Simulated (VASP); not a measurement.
# RbFe3H6Se2O14 (R-3m) in VASP: single point with PBE

Aim: the single point of RbFe3H6Se2O14 with PBE.

Everything below comes from runs of VASP 6.6.1. Logs are shortened: lines on timing, memory, paths and dates and some standing lists are left out, and cuts for length are marked.

### Step 1. The cell of the first run

Symmetry: R-3m, No. 166, trigonal system. Conventional cell: a = 7.402 Å, b = 7.402 Å, c = 17.816 Å, α = 90.00°, β = 90.00°, γ = 120.00°. Within 3.8 Å of Rb (site symmetry -3m) lie 12 O at 2.87 to 3.00 Å and 6 H at 3.26 Å and 6 Fe at 3.66 Å. Within 2.6 Å of Fe (site symmetry 2/m) lie 6 O at 1.99 to 2.09 Å and 4 H at 2.51 Å. H (site symmetry m) has 1 O at 0.99 Å within 1.3 Å. Se (site symmetry 3m) has 4 O at 1.66 to 1.67 Å within 2.2 Å. O (site symmetry 3m) has 1 Se at 1.66 Å and 3 H at 1.93 Å within 2.2 Å. O (site symmetry m) has 1 Se at 1.67 Å and 1 Fe at 2.09 Å within 2.2 Å. Within 1.3 Å of O (site symmetry m) lie 1 H at 0.99 Å.

### Step 2. Single point, PBE, collinear spin, ferromagnetic start

INCAR reads:

```
SYSTEM = RbFe3H6Se2O14
PREC     = Accurate       ! precision mode
ENCUT    = 520            ! plane-wave cutoff, eV
EDIFF    = 1E-6           ! SCF threshold, eV
ISMEAR   = -1             ! smearing method
SIGMA    = 0.05           ! smearing width, eV
LREAL    = Auto         
LASPH    = .TRUE.         ! aspherical terms in the spheres
NELM     = 150            ! most SCF steps
ALGO     = Normal         ! electronic algorithm
ISIF     = 2              ! what is computed and relaxed
LWAVE    = .FALSE.        ! write WAVECAR
LCHARG   = .FALSE.        ! write CHGCAR
ISPIN    = 2              ! spin polarisation
MAGMOM   = 0 5 5 5 0 0 0 0 0 0 0 0 0 0 0 0 0 0 0 0 0 0 0 0 0 0 ! initial moments
LORBIT   = 11             ! projections on sites
LMAXMIX  = 4              ! l up to which the mixer works
GGA      = PE             ! functional
NBANDS   = 90             ! bands
KPAR     = 4
```

KPOINTS reads:

```
regular mesh
0
G
  6 6 6
  0 0 0
```

POSCAR reads:

```
RbFe3H6Se2O14
1.0
    3.7011000000      2.1368310813      5.9386666667
   -3.7011000000      2.1368310813      5.9386666667
    0.0000000000     -4.2736621626      5.9386666667
Rb Fe H Se O
1 3 6 2 14
Direct
    0.0000000000      0.0000000000      0.0000000000
    0.5000000000      0.0000000000      0.0000000000
    0.0000000000      0.5000000000      0.0000000000
    0.0000000000      0.0000000000      0.5000000000
    0.3125338159      0.3125338159      0.7241962317
    0.7241962317      0.3125338159      0.3125338159
    0.3125338159      0.7241962317      0.3125338159
    0.2758037683      0.6874661841      0.6874661841
    0.6874661841      0.6874661841      0.2758037683
    0.6874661841      0.2758037683      0.6874661841
    0.3118177068      0.3118177068      0.3118177068
    0.6881822932      0.6881822932      0.6881822932
    0.4051162550      0.4051162550      0.4051162550
    0.5948837450      0.5948837450      0.5948837450
    0.5249570406      0.1571608638      0.1571608638
    0.1571608638      0.5249570406      0.1571608638
    0.1571608638      0.1571608638      0.5249570406
    0.8428391362      0.8428391362      0.4750429594
    0.8428391362      0.4750429594      0.8428391362
    0.4750429594      0.8428391362      0.8428391362
    0.2689159571      0.2689159571      0.8867884943
    0.8867884943      0.2689159571      0.2689159571
    0.2689159571      0.8867884943      0.2689159571
    0.1132115057      0.7310840429      0.7310840429
    0.7310840429      0.7310840429      0.1132115057
    0.7310840429      0.1132115057      0.7310840429
```

Potentials or basis: VASP PAW PBE potentials, release 64 (Rb_sv, Fe, H, Se, O).

Started as:

```bash
cat potpaw_PBE.64/Rb_sv/POTCAR potpaw_PBE.64/Fe/POTCAR potpaw_PBE.64/H/POTCAR potpaw_PBE.64/Se/POTCAR potpaw_PBE.64/O/POTCAR > POTCAR
mpirun -np 4 vasp_std > vasp.out
```

OUTCAR:

```text
SYSTEM = RbFe3H6Se2O14
   PREC = Accurate
   ENCUT = 520
   EDIFF = 1E-6
   ISMEAR = -1
   LREAL = Auto
   LASPH = .TRUE.
   NELM = 150
   ISIF = 2
   ISPIN = 2
   LORBIT = 11
   GGA = PE

 ion  position               nearest neighbor table
   1  0.000  0.000  0.000-  15 2.87  16 2.87  19 2.87  20 2.87  17 2.87  18 2.87  22 3.00  23 3.00
                            24 3.00  26 3.00  25 3.00  21 3.00   6 3.26   7 3.26   8 3.26  10 3.26
   2  0.500  0.000  0.000-  21 1.99  25 1.99  23 1.99  26 1.99  15 2.09  20 2.09   1 3.66   1 3.66

   3  0.000  0.500  0.000-  21 1.99  25 1.99  24 1.99  22 1.99  16 2.09  19 2.09   1 3.66   1 3.66

   4  0.000  0.000  0.500-  22 1.99  23 1.99  24 1.99  26 1.99  17 2.09  18 2.09   1 3.66   1 3.66

   5  0.313  0.313  0.724-  21 0.99   1 3.26
   6  0.724  0.313  0.313-  22 0.99   1 3.26
   7  0.313  0.724  0.313-  23 0.99   1 3.26
   8  0.276  0.687  0.687-  24 0.99   1 3.26
   9  0.687  0.687  0.276-  25 0.99   1 3.26
  10  0.687  0.276  0.687-  26 0.99   1 3.26
  11  0.312  0.312  0.312-  13 1.66  15 1.67  16 1.67  17 1.67   1 4.29   1 4.29   1 4.29
  12  0.688  0.688  0.688-  14 1.66  19 1.67  20 1.67  18 1.67   1 4.29   1 4.29   1 4.29
  13  0.405  0.405  0.405-  11 1.66
  14  0.595  0.595  0.595-  12 1.66
  15  0.525  0.157  0.157-  11 1.67   2 2.09   1 2.87
  16  0.157  0.525  0.157-  11 1.67   3 2.09   1 2.87
  17  0.157  0.157  0.525-  11 1.67   4 2.09   1 2.87
  18  0.843  0.843  0.475-  12 1.67   4 2.09   1 2.87
  19  0.843  0.475  0.843-  12 1.67   3 2.09   1 2.87
  20  0.475  0.843  0.843-  12 1.67   2 2.09   1 2.87
  21  0.269  0.269  0.887-   5 0.99   3 1.99   2 1.99   1 3.00
  22  0.887  0.269  0.269-   6 0.99   4 1.99   3 1.99   1 3.00
  23  0.269  0.887  0.269-   7 0.99   4 1.99   2 1.99   1 3.00
  24  0.113  0.731  0.731-   8 0.99   4 1.99   3 1.99   1 3.00
  25  0.731  0.731  0.113-   9 0.99   3 1.99   2 1.99   1 3.00
  26  0.731  0.113  0.731-  10 0.99   4 1.99   2 1.99   1 3.00

  LATTYP: Found a trigonal (rhomboedric) cell.
 ALAT       =     7.3165531542
 COS(alpha) =     0.4882255851

  Lattice vectors:

 A1 = (   3.7011000000,   2.1368310813,   5.9386666667)
 A2 = (  -3.7011000000,   2.1368310813,   5.9386666667)
 A3 = (   0.0000000000,  -4.2736621626,   5.9386666667)

Analysis of symmetry for initial positions (statically):
=====================================================================
 Subroutine PRICEL returns:
 Original cell was already a primitive cell.

 Routine SETGRP: Setting up the symmetry group for a
 trigonal (rhombohedral) supercell.

 Subroutine GETGRP returns: Found 12 space group operations
 (whereof 12 operations were pure point group operations)
 out of a pool of 12 trial point group operations.

The static configuration has the point symmetry D_3d.

Analysis of symmetry for dynamics (positions and initial velocities):
=====================================================================
 Subroutine PRICEL returns:
 Original cell was already a primitive cell.

 Routine SETGRP: Setting up the symmetry group for a
 trigonal (rhombohedral) supercell.

 Subroutine GETGRP returns: Found 12 space group operations
 (whereof 12 operations were pure point group operations)
 out of a pool of 12 trial point group operations.

The dynamic configuration has the point symmetry D_3d.

Analysis of structural, dynamic, and magnetic symmetry:
=====================================================================
 Subroutine PRICEL returns:
 Original cell was already a primitive cell.

 Routine SETGRP: Setting up the symmetry group for a
 trigonal (rhombohedral) supercell.

 Subroutine GETGRP returns: Found 12 space group operations
 (whereof 12 operations were pure point group operations)
 out of a pool of 12 trial point group operations.

The overall configuration has the point symmetry D_3d.

 Subroutine INISYM returns: Found 12 space group operations
 (whereof 12 operations are pure point group operations),
 and found     1 'primitive' translations

----------------------------------------------------------------------------------------

                                     Primitive cell

[... 122 lines left out ...]
   total plane-waves  NPLWV = 157464
   dimension x,y,z NGX =    54 NGY =   54 NGZ =   54
   dimension x,y,z NGXF=   108 NGYF=  108 NGZF=  108
   ions per type =               1   3   6   2  14
   NGX,Y,Z   is equivalent  to a cutoff of  12.27, 12.27, 12.27 a.u.
   NGXF,Y,Z  is equivalent  to a cutoff of  24.54, 24.54, 24.54 a.u.
 SYSTEM =  RbFe3H6Se2O14
   PREC   = accura    normal or accurate (medium, high low for compatibility)
   ISTART =      0    job   : 0-new  1-cont  2-samecut
   ICHARG =      2    charge: 1-file 2-atom 10-const
   ISPIN  =      2    spin polarized calculation?
   LNONCOLLINEAR =      F non collinear calculations
   LSORBIT =      F    spin-orbit coupling
   LASPH  =      T    aspherical Exc in radial PAW
   ENCUT  =  520.0 eV  38.22 Ry    6.18 a.u.  13.60 13.60 13.60*2*pi/ulx,y,z
   NELM   =    150;   NELMIN=  2; NELMDL= -5     # of ELM steps
   EDIFF  = 0.1E-05   stopping-criterion for ELM
   LREAL  =      T    real-space projection
   EDIFFG = 0.1E-04   stopping-criterion for IOM
   NSW    =      0    number of steps for IOM
   IBRION =     -1    ionic relax: 0-MD 1-quasi-New 2-CG
   NFREE  =      0    steps in history (QN), initial steepest desc. (CG)
   ISIF   =      2    stress and relaxation
   ISYM   =      2    0-nonsym 1-usesym 2-fastsym
   POTIM  = 0.5000    time-step for ionic-motion
   TEBEG  =    0.0;   TEEND  =   0.0 temperature during run
   PSTRESS=    0.0 pullay stress
   NELECT =     135.0000    total number of electrons
   NUPDOWN=      -1.0000    fix difference up-down
   EMIN   =  10.00;   EMAX   =-10.00  energy-range for DOS
   EFERMI =   0.00;   METHOD = LEGACY
   ISMEAR =    -1;   SIGMA  =   0.05  broadening in eV -4-tet -1-fermi 0-gaus
   EFERMI_NEDOS =   21; number of points for ismear=-14 and -15
   IALGO  =     38    algorithm
   IMIX   =      4    mixing-type and parameters
     AMIX     =   0.40;   BMIX     =  1.00
     AMIX_MAG =   1.60;   BMIX_MAG =  1.00
  volume/ion in A,a.u.               =      10.84        73.14
  Fermi-wavevector in a.u.,A,eV,Ry     =   1.280970  2.420683 22.325590  1.640885
  Thomas-Fermi vector in A             =   2.413367
   LORBIT       =     11    0 simple, 1 ext, 2 COOP (PROOUT), +10 PAW based schemes
   GGA     = PE    functional components
   LHFCALC =     F    Hartree Fock is set to
   AEXX    =    0.0000 exact exchange contribution
   IVDW    =     0    specifies the selected vdW correction
   LEPSILON=     F    determine dielectric tensor
   LRPA    =     F    only Hartree local field effects (RPA)
 spin polarized calculation
  energy-cutoff  :      520.00
  volume of cell :      281.80
 maximum number of plane-waves:      7619
   NGX = 27   NGY = 27   NGZ = 27

 number of electron     134.9999992 magnetization      13.0386241

 Free energy of the ion-electron system (eV)
  ---------------------------------------------------
  ext. energy  EPLUGINS =         0.00000000
  ---------------------------------------------------
  free energy    TOTEN  =      -148.84925575 eV

  energy without entropy =     -148.76170945  energy(sigma->0) =     -148.80548260

 E-fermi :   1.8732     XC(G=0):  -9.6999

 val. band max:        1.8725764750   @ k =   0.5000   0.3333   0.3333
 cond. band min:       1.8741424495   @ k =   0.5000   0.3333   0.3333
 fundamental gap:      0.0015659744
 Fermi energy:         1.8731613708

 spin component 1

 k-point     1 :       0.0000    0.0000    0.0000
  band No.  band energies     occupation
      1     -22.6329      1.00000
      2     -20.7654      1.00000
      3     -20.6701      1.00000
      4     -18.0452      1.00000
      5     -17.5886      1.00000
      6     -17.5886      1.00000
[... 1957 lines left out ...]
     78       7.3101      0.00000
     79       7.5679      0.00000

 [... further k-points ...]

 spin component 2

 k-point     1 :       0.0000    0.0000    0.0000
  band No.  band energies     occupation
      1     -22.6294      1.00000
      2     -20.6712      1.00000
      3     -20.5778      1.00000
      4     -17.8012      1.00000
      5     -17.4143      1.00000
      6     -17.3793      1.00000
[... 1957 lines left out ...]
     78       7.4465      0.00000
     79       7.7124      0.00000

 [... further k-points ...]

 [bands above 79 left out]

------------------------ aborting loop because EDIFF is reached ----------------------------------------

  FORCE on cell =-STRESS in cart. coord.  units (eV):
  Direction    XX          YY          ZZ          XY          YZ          ZX
  --------------------------------------------------------------------------------------
  -------------------------------------------------------------------------------------
  Total        3.9626124      3.9626124      5.6680065      0.0000000      0.0000000     -0.0000000
  in kB       22.5294693     22.5294693     32.2255035      0.0000000      0.0000000     -0.0000000
  external PRESSURE =      25.7614807 kB  Pullay stress =       0.0000000 kB

 VOLUME and BASIS-vectors are now :
 -----------------------------------------------------------------------------
  energy-cutoff  :      520.00
  volume of cell :      281.80
      direct lattice vectors                 reciprocal lattice vectors
     3.701100000  2.136831081  5.938666667     0.135094972  0.077997118  0.056129322
    -3.701100000  2.136831081  5.938666667    -0.135094972  0.077997118  0.056129322
     0.000000000 -4.273662163  5.938666667     0.000000000 -0.155994237  0.056129322

 POSITION                                       TOTAL-FORCE (eV/Angst)
 -----------------------------------------------------------------------------------
      0.00000      0.00000      0.00000         0.000000     -0.000000     -0.000000
      1.85055      1.06842      2.96933         0.000000     -0.000000     -0.000000
     -1.85055      1.06842      2.96933         0.000000     -0.000000     -0.000000
      0.00000     -2.13683      2.96933         0.000000     -0.000000     -0.000000
      0.00000     -1.75931      8.01283         0.000000      0.087167     -0.039202
      1.52360      0.87965      8.01283        -0.075489     -0.043584     -0.039202
[... 18 lines left out ...]
      0.00000      2.64058      9.35565         0.000000      0.059426     -0.038972
      2.28681     -1.32029      9.35565         0.051465     -0.029713     -0.038972
 -----------------------------------------------------------------------------------
    total drift:                               -0.000000      0.000000      0.000000

  FREE ENERGIE OF THE ION-ELECTRON SYSTEM (eV)
  ---------------------------------------------------
  free  energy   TOTEN  =      -148.8492557458 eV

  energy  without entropy=     -148.7617094502  energy(sigma->0) =     -148.80548260

 total charge

# of ion       s       p       d       tot
------------------------------------------
    1        1.941   5.368   0.029   7.337
    2        0.355   0.512   5.869   6.736
    3        0.355   0.512   5.869   6.736
    4        0.355   0.512   5.869   6.736
    5        0.588   0.120   0.000   0.708
    6        0.588   0.120   0.000   0.708
[... 18 lines left out ...]
   25        1.558   3.550   0.000   5.108
   26        1.558   3.550   0.000   5.108
--------------------------------------------------
tot         31.324  60.654  18.964 110.941

 magnetization (x)

# of ion       s       p       d       tot
------------------------------------------
    1        0.000   0.002   0.000   0.003
    2        0.021   0.023   3.647   3.691
    3        0.021   0.023   3.647   3.691
    4        0.021   0.023   3.647   3.691
    5        0.004   0.002   0.000   0.006
    6        0.004   0.002   0.000   0.006
[... 18 lines left out ...]
   25        0.014   0.122   0.000   0.136
   26        0.014   0.122   0.000   0.136
--------------------------------------------------
tot          0.233   1.348  10.961  12.543
```

Run time: 12 min. Hardware: 4 MPI ranks of Intel Xeon 6975P-C (Granite Rapids), shared host; peak memory 1.2 GiB.

Results:

```
Free energy                                           : -148.8493 eV
Pressure                                              : 2.6 GPa
Largest force                                         : 0.308 eV/Å
Band gap on the k mesh                                : zero (filled and empty bands overlap)
Net moment                                            : 13.04 μB per cell
Site moments                                          : Rb +0.00; Fe +3.69; H +0.01; Se +0.02; O +0.05, +0.08, +0.14 (each value once) μB
Valence electrons inside the program's atomic spheres : Rb 7.34; Fe 6.74; H 0.71; Se 4.13; O 5.01, 5.03, 5.11 (each value once)
```

Forces in eV/Å, atoms in the order of the input:
```
Rb   0.000  0.000  0.000
Fe   0.000  0.000  0.000
Fe   0.000  0.000  0.000
Fe   0.000  0.000  0.000
H    0.000  0.087 -0.039
H   -0.075 -0.044 -0.039
H    0.075 -0.044 -0.039
H    0.075  0.044  0.039
H    0.000 -0.087  0.039
H   -0.075  0.044  0.039
Se   0.000  0.000 -0.052
Se   0.000  0.000  0.052
O    0.000  0.000  0.308
O    0.000  0.000 -0.308
O    0.215  0.124 -0.069
O   -0.215  0.124 -0.069
O    0.000 -0.248 -0.069
O    0.000  0.248  0.069
O    0.215 -0.124  0.069
O   -0.215 -0.124  0.069
O    0.000 -0.059  0.039
O    0.051  0.030  0.039
O   -0.051  0.030  0.039
O   -0.051 -0.030 -0.039
O    0.000  0.059 -0.039
O    0.051 -0.030 -0.039
```

Stress tensor (GPa, compression positive):
```
2.25 0.00 0.00
0.00 2.25 0.00
0.00 0.00 3.22
```

Levels at points of the mesh, in eV from the Fermi level:
Spin up:
```
           k point  band 71  band 72  band 73  band 74  band 75  band 76  band 77  band 78
(0.00, 0.00, 0.00)    -1.43    -1.43    -0.45    -0.45     0.94     2.19     3.04     5.50
(0.50, 0.00, 0.00)    -0.95    -0.84    -0.68    -0.32     0.27     2.79     2.99     5.65
(0.50, 0.50, 0.00)    -1.08    -0.92    -0.78    -0.35     0.31     2.85     3.08     5.43
(0.50, 0.50, 0.50)    -1.50    -1.50    -0.45    -0.45     0.95     2.81     3.00     5.29
```
Spin down:
| k point | band 57 | band 58 | band 59 | band 60 | band 61 | band 62 | band 63 | band 64 | band 65 | band 66 |
| --- | --- | --- | --- | --- | --- | --- | --- | --- | --- | --- |
| (0.00, 0.00, 0.00) | -2.11 | -2.03 | -2.03 | -2.02 | -0.06 | -0.05 | -0.05 | 0.18 | 0.18 | 0.41 |
| (0.50, 0.00, 0.00) | -2.10 | -2.08 | -1.95 | -1.58 | -0.02 | 0.12 | 0.13 | 0.28 | 0.49 | 0.54 |
| (0.50, 0.50, 0.00) | -2.19 | -2.05 | -1.83 | -1.70 | 0.01 | 0.08 | 0.09 | 0.28 | 0.49 | 0.55 |
| (0.50, 0.50, 0.50) | -2.25 | -1.93 | -1.93 | -1.75 | -0.06 | -0.06 | -0.06 | 0.21 | 0.21 | 0.36 |

Caveat: semilocal functionals often make such compounds metallic where correlation or magnetic order opens a gap, which also shifts bond lengths; the run started ferromagnetic, and an antiferromagnetic order may lie lower in energy. With open d or f shells a metallic result of PBE can be an artefact of self-interaction; +U or a hybrid may open a gap.
